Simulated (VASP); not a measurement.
Write the native input for VASP 6.6.1 that does the following.

```
Task                   : single point
Functional             : PBEsol
Potentials or basis    : VASP PAW PBE potentials, release 64 (Hf_pv)
Cutoff                 : 520 eV
k mesh                 : 13 × 13 × 7
Occupations            : fermi-dirac, width 0.05 eV
Spin                   : no spin polarisation
Dipole correction      : no
Further INCAR settings : ALGO = Normal; EDIFF = 1e-07; NBANDS = 17
```

The structure of Hf lies in POSCAR:

```
Hf
1.0
    3.1752435252      0.0000000000      0.0000000000
   -1.5876217626      2.7498415561      0.0000000000
    0.0000000000      0.0000000000      5.0238540107
Hf
2
Direct
    0.3333333333      0.6666666667      0.2500000000
    0.6666666667      0.3333333333      0.7500000000
```

This cell differs from its parent crystal: volume scaled by 0.98.

One way to write it, as run:

INCAR

```
PREC = Accurate
ENCUT = 520
EDIFF = 1E-7
ISMEAR = -1
SIGMA = 0.05
LREAL = F
LASPH = T
NELM = 80
ALGO = Normal
ISIF = 2
LWAVE = F
LCHARG = T
GGA = PS
LELF = T
LVHAR = T
NBANDS = 17
```

KPOINTS

```
Automatic mesh
0
Gamma
  13 13 7
```

Potentials or basis: VASP PAW PBE potentials, release 64 (Hf_pv).

Run with:

```bash
$ cat potpaw_PBE.64/Hf_pv/POTCAR > POTCAR
$ mpirun -np 1 vasp_std > vasp.out
```

It gave:

The pressure is -2.0 GPa and the band gap on the k mesh is zero (band 10 reaches 6.07 eV, above the bottom of band 11 at 4.52 eV).

Caveat: the PAW data sets were made with another functional, which shifts forces and pressure a little; spin-orbit coupling is left out, which moves the levels of the heavy elements.

Wall time 19 s on 1 thread of Intel(R) Xeon(R) 6975P-C (Granite Rapids) (shared host), peak memory 0.19 GiB.
